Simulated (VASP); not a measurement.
# HfB in VASP: a series of runs

Runs on HfB. Level: PBEsol. Tasks: single point.

Everything below comes from runs of VASP 6.6.1. Logs are shortened: lines on timing, memory, paths and dates and some standing lists are left out, and cuts for length are marked.

## (1) The cell of the first run

The structure is tetragonal, space group I4/mmm (No. 139). The conventional cell has a = 3.385 Å, b = 3.385 Å, c = 4.676 Å, α = 90.00°, β = 90.00°, γ = 90.00°. Within 3.1 Å of Hf (site symmetry 4/mmm) lie 6 B at 2.34 to 2.39 Å. B (site symmetry 4/mmm) has 6 Hf at 2.34 to 2.39 Å within 3.1 Å.

## (2) Single point, PBEsol (the cell strained)

INCAR reads:

```
PREC     = Accurate       # precision mode
ENCUT    = 520            # plane-wave cutoff, eV
EDIFF    = 1E-7           # SCF threshold, eV
ISMEAR   = 0              # smearing method
SIGMA    = 0.15           # smearing width, eV
LREAL    = F              # projectors in reciprocal space
LASPH    = T              # aspherical terms in the spheres
NELM     = 60             # most SCF steps
ALGO     = Normal         # electronic algorithm
ISIF     = 2              # what is computed and relaxed
LWAVE    = F              # write WAVECAR
LCHARG   = F              # write CHGCAR
GGA      = PS             # functional
NBANDS   = 14             # bands
```

KPOINTS reads:

```
Automatic mesh
0
Gamma
  16 16 16
```

POSCAR reads:

```
HfB
1.0
    0.0000000000      2.3936993068      2.3936993068
    2.3379261130      0.0000000000      2.3936993068
    2.3379261130      2.3936993068      0.0000000000
Hf B
1 1
Direct
    0.5000000000      0.5000000000      0.5000000000
    0.0000000000      0.0000000000      0.0000000000
```

Potentials or basis: VASP PAW PBE potentials, release 64 (Hf_pv, B).

The run is started by

```sh
> cat potpaw_PBE.64/Hf_pv/POTCAR potpaw_PBE.64/B/POTCAR > POTCAR
> mpirun -np 1 vasp_std > vasp.out
```

OUTCAR:

```text
PREC = Accurate
   ENCUT = 520
   EDIFF = 1E-7
   ISMEAR = 0
   LREAL = F
   LASPH = T
   NELM = 60
   ISIF = 2
   GGA = PS

 ion  position               nearest neighbor table
   1  0.500  0.500  0.500-   2 2.34   2 2.34   2 2.39   2 2.39   2 2.39   2 2.39
   2  0.000  0.000  0.000-   1 2.34   1 2.34   1 2.39   1 2.39   1 2.39   1 2.39

  LATTYP: Found a body centered tetragonal cell.
 ALAT       =     3.3852020239
 C/A-ratio  =     1.3812623864

  Lattice vectors:

 A1 = (  -2.3379261130,   0.0000000000,  -2.3936993068)
 A2 = (  -2.3379261130,   0.0000000000,   2.3936993068)
 A3 = (   2.3379261130,   2.3936993068,   0.0000000000)

Analysis of symmetry for initial positions (statically):
=====================================================================
 Subroutine PRICEL returns:
 Original cell was already a primitive cell.

 Routine SETGRP: Setting up the symmetry group for a
 body centered tetragonal supercell.

 Subroutine GETGRP returns: Found 16 space group operations
 (whereof 16 operations were pure point group operations)
 out of a pool of 16 trial point group operations.

The static configuration has the point symmetry D_4h.

Analysis of symmetry for dynamics (positions and initial velocities):
=====================================================================
 Subroutine PRICEL returns:
 Original cell was already a primitive cell.

 Routine SETGRP: Setting up the symmetry group for a
 body centered tetragonal supercell.

 Subroutine GETGRP returns: Found 16 space group operations
 (whereof 16 operations were pure point group operations)
 out of a pool of 16 trial point group operations.

The dynamic configuration has the point symmetry D_4h.

 Subroutine INISYM returns: Found 16 space group operations
 (whereof 16 operations are pure point group operations),
 and found     1 'primitive' translations

----------------------------------------------------------------------------------------

                                     Primitive cell

  volume of cell :      26.7917

  direct lattice vectors                    reciprocal lattice vectors
     0.000000000  2.393699307  2.393699307    -0.213864757  0.208881708  0.208881708
     2.337926113  0.000000000  2.393699307     0.213864757 -0.208881708  0.208881708
     2.337926113  2.393699307  0.000000000     0.213864757  0.208881708 -0.208881708

  length of vectors
     3.385202024  3.345996844  3.345996844     0.364693392  0.364693392  0.364693392

  position of ions in fractional coordinates (direct lattice)
     0.500000000  0.500000000  0.500000000
     0.000000000  0.000000000  0.000000000

  ion indices of the primitive-cell ions
   primitive index   ion index
                 1           1
                 2           2

----------------------------------------------------------------------------------------

 KPOINTS: Automatic mesh

Automatic generation of k-mesh.
 Grid dimensions read from file:
 generate k-points for:   16   16   16

 Generating k-lattice:

  Cartesian coordinates                     Fractional coordinates (reciprocal lattice)
    -0.013366547  0.013055107  0.013055107     0.062500000  0.000000000  0.000000000
     0.013366547 -0.013055107  0.013055107     0.000000000  0.062500000  0.000000000
     0.013366547  0.013055107 -0.013055107     0.000000000  0.000000000  0.062500000

  Length of vectors
     0.022793337  0.022793337  0.022793337

  Shift w.r.t. Gamma in fractional coordinates (k-lattice)
     0.000000000  0.000000000  0.000000000

 Subroutine IBZKPT returns following result:
 ===========================================

 Found    349 irreducible k-points:

 Following reciprocal coordinates:
            Coordinates               Weight
  0.000000  0.000000  0.000000      1.000000
  0.062500  0.000000  0.000000      8.000000
  0.125000  0.000000  0.000000      8.000000
  0.187500  0.000000  0.000000      8.000000
  0.250000  0.000000  0.000000      8.000000
  0.312500  0.000000  0.000000      8.000000
[... 16 lines left out ...]
 -0.125000  0.062500 -0.000000     16.000000
 -0.062500  0.062500 -0.000000      8.000000
 [... further k-points ...]
   k-points           NKPTS =    349   k-points in BZ     NKDIM =    349   number of bands    NBANDS=     14
   number of dos      NEDOS =    301   number of ions     NIONS =      2
   total plane-waves  NPLWV =  21952
   dimension x,y,z NGX =    28 NGY =   28 NGZ =   28
   dimension x,y,z NGXF=    56 NGYF=   56 NGZF=   56
   ions per type =               1   1
   NGX,Y,Z   is equivalent  to a cutoff of  13.75, 13.91, 13.91 a.u.
   NGXF,Y,Z  is equivalent  to a cutoff of  27.50, 27.82, 27.82 a.u.
 SYSTEM =  unknown system
   PREC   = accura    normal or accurate (medium, high low for compatibility)
   ISTART =      0    job   : 0-new  1-cont  2-samecut
   ICHARG =      2    charge: 1-file 2-atom 10-const
   ISPIN  =      1    spin polarized calculation?
   LNONCOLLINEAR =      F non collinear calculations
   LSORBIT =      F    spin-orbit coupling
   LASPH  =      T    aspherical Exc in radial PAW
   ENCUT  =  520.0 eV  38.22 Ry    6.18 a.u.   6.29  6.22  6.22*2*pi/ulx,y,z
   NELM   =     60;   NELMIN=  2; NELMDL= -5     # of ELM steps
   EDIFF  = 0.1E-06   stopping-criterion for ELM
   LREAL  =      F    real-space projection
   EDIFFG = 0.1E-05   stopping-criterion for IOM
   NSW    =      0    number of steps for IOM
   IBRION =     -1    ionic relax: 0-MD 1-quasi-New 2-CG
   NFREE  =      0    steps in history (QN), initial steepest desc. (CG)
   ISIF   =      2    stress and relaxation
   ISYM   =      2    0-nonsym 1-usesym 2-fastsym
   POTIM  = 0.5000    time-step for ionic-motion
   TEBEG  =    0.0;   TEEND  =   0.0 temperature during run
   PSTRESS=    0.0 pullay stress
   NELECT =      13.0000    total number of electrons
   NUPDOWN=      -1.0000    fix difference up-down
   EMIN   =  10.00;   EMAX   =-10.00  energy-range for DOS
   EFERMI =   0.00;   METHOD = LEGACY
   ISMEAR =     0;   SIGMA  =   0.15  broadening in eV -4-tet -1-fermi 0-gaus
   EFERMI_NEDOS =   21; number of points for ismear=-14 and -15
   IALGO  =     38    algorithm
   IMIX   =      4    mixing-type and parameters
     AMIX     =   0.40;   BMIX     =  1.00
     AMIX_MAG =   1.60;   BMIX_MAG =  1.00
  volume/ion in A,a.u.               =      13.40        90.40
  Fermi-wavevector in a.u.,A,eV,Ry     =   1.286439  2.431018 22.516636  1.654926
  Thomas-Fermi vector in A             =   2.418514
   LORBIT       =      0    0 simple, 1 ext, 2 COOP (PROOUT), +10 PAW based schemes
   GGA     = PS    functional components
   LHFCALC =     F    Hartree Fock is set to
   AEXX    =    0.0000 exact exchange contribution
   IVDW    =     0    specifies the selected vdW correction
   LEPSILON=     F    determine dielectric tensor
   LRPA    =     F    only Hartree local field effects (RPA)
 non-spin polarized calculation
 Gauss-broadening in eV      SIGMA  =   0.15
  energy-cutoff  :      520.00
  volume of cell :       26.79
 maximum number of plane-waves:       740
 NGX is ok and might be reduce to    28
   NGX = 13   NGY = 13   NGZ = 13

 number of electron      13.0000000 magnetization

 Free energy of the ion-electron system (eV)
  ---------------------------------------------------
  ext. energy  EPLUGINS =         0.00000000
  ---------------------------------------------------
  free energy    TOTEN  =       -18.39108194 eV

  energy without entropy =      -18.38053416  energy(sigma->0) =      -18.38580805

 E-fermi :   4.4811     XC(G=0): -12.0116

 val. band max:        4.4773437235   @ k =  -0.1875   0.0625   0.0625
 cond. band min:       4.4817736665   @ k =  -0.4375   0.3125   0.0625
 fundamental gap:      0.0044299430
 Fermi energy:         4.4811063946

 k-point     1 :       0.0000    0.0000    0.0000
  band No.  band energies     occupation
      1     -24.2137      2.00000
      2     -24.2137      2.00000
      3     -24.2094      2.00000
      4      -4.8146      2.00000
      5       6.4585      0.00000
      6       6.4585      0.00000
      7       6.7183      0.00000
      8       8.1893      0.00000
      9       8.1893      0.00000
     10       8.2231      0.00000
     11       8.3296      0.00000
     12       8.4748      0.00000
     13      15.8131      0.00000
     14      16.3024      0.00000

 k-point     2 :       0.0625    0.0000    0.0000
  band No.  band energies     occupation
      1     -24.2342      2.00000
      2     -24.2164      2.00000
      3     -24.2127      2.00000
      4      -4.7118      2.00000
      5       6.1371      0.00000
      6       6.3831      0.00000
      7       6.5894      0.00000
      8       7.3365      0.00000
      9       7.4473      0.00000
     10       8.4398      0.00000
     11       9.3600      0.00000
     12       9.5770      0.00000
     13      16.0778      0.00000
     14      16.4411      0.00000

 k-point     3 :       0.1250    0.0000    0.0000
  band No.  band energies     occupation
      1     -24.2957      2.00000
      2     -24.2241      2.00000
      3     -24.2182      2.00000
      4      -4.4105      2.00000
      5       5.3425      0.00000
      6       5.8323      0.00000
      7       6.0054      0.00000
      8       7.2236      0.00000
      9       7.3092      0.00000
     10       8.7510      0.00000
     11      10.6415      0.00000
     12      10.8917      0.00000
     13      16.7851      0.00000
     14      16.8280      0.00000

 k-point     4 :       0.1875    0.0000    0.0000
  band No.  band energies     occupation
      1     -24.3864      2.00000
      2     -24.2356      2.00000
      3     -24.2263      2.00000
      4      -3.9312      2.00000
      5       4.4166      1.45693
      6       5.0863      0.00000
      7       5.2281      0.00000
      8       7.6069      0.00000
      9       7.6704      0.00000
     10       9.0108      0.00000
     11      12.0029      0.00000
     12      12.2868      0.00000
     13      17.1434      0.00000
     14      17.8591      0.00000

 k-point     5 :       0.2500    0.0000    0.0000
  band No.  band energies     occupation
      1     -24.4912      2.00000
      2     -24.2491      2.00000
      3     -24.2358      2.00000
      4      -3.3051      2.00000
      5       3.4784      2.00000
      6       4.4256      1.39914
      7       4.5435      0.55632
      8       8.1963      0.00000
      9       8.2220      0.00000
     10       9.2723      0.00000
     11      13.3992      0.00000
[... 276 lines left out ...]
 k-point    22 :      -0.1875    0.0625   -0.0000
  band No.  band energies     occupation
      1     -24.4265      2.00000
      2     -24.2589      2.00000
      3     -24.2244      2.00000
      4      -3.6480      2.00000
      5       4.0420      1.99997
      6       4.7366      0.01600
      7       4.8405      0.00070
      8       7.4998      0.00000
      9       8.2953      0.00000
     10       9.3531      0.00000
     11      11.7881      0.00000
     12      13.4973      0.00000
     13      17.2929      0.00000
     14      18.3838      0.00000

 k-point    23 :      -0.1250    0.0625   -0.0000
  band No.  band energies     occupation
      1     -24.3332      2.00000
      2     -24.2434      2.00000
      3     -24.2168      2.00000
      4      -4.1773      2.00000
      5       4.9816      0.00000
      6       5.3535      0.00000
      7       5.5334      0.00000
      8       7.0424      0.00000
      9       7.9094      0.00000
     10       9.1060      0.00000
     11      10.5391      0.00000
     12      12.0828      0.00000
     13      17.0763      0.00000
     14      17.3466      0.00000

 k-point    24 :      -0.0625    0.0625   -0.0000
  band No.  band energies     occupation
      1     -24.2649      2.00000
      2     -24.2285      2.00000
      3     -24.2130      2.00000
      4      -4.5399      2.00000
      5       5.8317      0.00000
      6       5.8643      0.00000
      7       6.3770      0.00000
      8       6.7588      0.00000
      9       7.7144      0.00000
     10       8.7875      0.00000
     11       9.5712      0.00000
     12      10.7419      0.00000
     13      16.5064      0.00000
     14      16.6806      0.00000

 [... further k-points ...]
[... 5 lines left out ...]
  --------------------------------------------------------------------------------------
  -------------------------------------------------------------------------------------
  Total        1.9239298      0.3240134      0.3240134      0.0000000      0.0000000     -0.0000000
  in kB      115.0534994     19.3764217     19.3764217      0.0000000      0.0000000     -0.0000000
  external PRESSURE =      51.2687810 kB  Pullay stress =       0.0000000 kB

 VOLUME and BASIS-vectors are now :
 -----------------------------------------------------------------------------
  energy-cutoff  :      520.00
  volume of cell :       26.79
      direct lattice vectors                 reciprocal lattice vectors
     0.000000000  2.393699307  2.393699307    -0.213864757  0.208881708  0.208881708
     2.337926113  0.000000000  2.393699307     0.213864757 -0.208881708  0.208881708
     2.337926113  2.393699307  0.000000000     0.213864757  0.208881708 -0.208881708

 POSITION                                       TOTAL-FORCE (eV/Angst)
 -----------------------------------------------------------------------------------
      2.33793      2.39370      2.39370         0.000000      0.000000      0.000000
      0.00000      0.00000      0.00000         0.000000      0.000000     -0.000000
 -----------------------------------------------------------------------------------
    total drift:                                0.000000      0.000000      0.000000

  FREE ENERGIE OF THE ION-ELECTRON SYSTEM (eV)
  ---------------------------------------------------
  free  energy   TOTEN  =       -18.3910819359 eV

  energy  without entropy=      -18.3805341588  energy(sigma->0) =      -18.38580805
```

Wall time 56 s (1 thread of Intel Xeon 6975P-C (Granite Rapids), shared host); peak memory 0.27 GiB.

Results:

| Quantity | Value |
| --- | --- |
| Free energy | -18.3911 eV |
| Pressure | 5.1 GPa |
| Band gap on the k mesh | zero (an odd number of electrons rules out a gap without spin polarisation) |

Stress tensor (GPa, compression positive):
```
11.51  0.00  0.00
 0.00  1.94  0.00
 0.00  0.00  1.94
```

Caveat: the cell differs from its parent crystal (the cell strained); the cell stands under pressure; the PAW data sets were made with another functional, which shifts forces and pressure a little; spin-orbit coupling is left out, which moves the levels of the heavy elements.

## (3) Single point, PBEsol (atoms displaced along a vibrational mode, the cell strained)

INCAR reads:

```
SYSTEM = HfB
ALGO = Normal
EDIFF = 1E-6
ENCUT = 520
GGA = PS
ISIF = 2
ISMEAR = 0
LASPH = .True.
LCHARG = .True.
LELF = .True.
LREAL = .False.
LVHAR = .True.
LWAVE = .False.
NBANDS = 14
NELM = 100
PREC = Accurate
SIGMA = 0.15
```

KPOINTS reads:

```
k-points
0
Gamma
  16 16 16
  0 0 0
```

POSCAR reads:

```
HfB
1.0
    0.0000000000      2.3936993068      2.3936993068
    2.3379261130      0.0000000000      2.3936993068
    2.3379261130      2.3936993068      0.0000000000
Hf B
1 1
Direct
    0.4990473968      0.5009526032      0.5009526032
    0.0157287926     -0.0157287926     -0.0157287926
```

Potentials or basis: VASP PAW PBE potentials, release 64 (Hf_pv, B).

The run is started by

```sh
> cat potpaw_PBE.64/Hf_pv/POTCAR potpaw_PBE.64/B/POTCAR > POTCAR
> mpirun -np 1 vasp_std > vasp.out
```

Wall time 52 s (1 thread of Intel Xeon 6975P-C (Granite Rapids), shared host); peak memory 0.27 GiB.

It converged, with:

| Quantity | Value |
| --- | --- |
| Free energy | -18.3582 eV |
| Pressure | 5.5 GPa |
| Largest force | 0.857 eV/Å |
| Band gap on the k mesh | zero (an odd number of electrons rules out a gap without spin polarisation) |

Forces on the atoms (eV/Å):
```
Hf  -0.857  0.000  0.000
B    0.857  0.000  0.000
```

Stress tensor (GPa, compression positive):
```
13.02  0.00  0.00
 0.00  1.78  0.00
 0.00  0.00  1.78
```

Levels at points of the mesh, in eV from the Fermi level:
```
           k point  band 3  band 4  band 5  band 6  band 7  band 8  band 9  band 10  band 11  band 12
(0.00, 0.00, 0.00)  -28.70   -9.29    1.87    1.87    2.24    3.32    3.74     3.83     3.83     4.55
(0.50, 0.00, 0.00)  -28.75   -4.81   -4.26   -1.27   -1.20    5.84    6.05     6.87     7.95    12.55
(0.50, 0.50, 0.00)  -28.87   -6.50   -1.22   -1.00    2.20    2.22    5.69     7.03     7.28     8.25
(0.00, 0.50, 0.50)  -28.91   -6.43   -0.97   -0.93    2.00    2.00    5.73     7.15     7.15     8.26
```

Caveat: the cell differs from its parent crystal (atoms displaced along a vibrational mode, the cell strained); the cell stands under pressure; the PAW data sets were made with another functional, which shifts forces and pressure a little; spin-orbit coupling is left out, which moves the levels of the heavy elements.
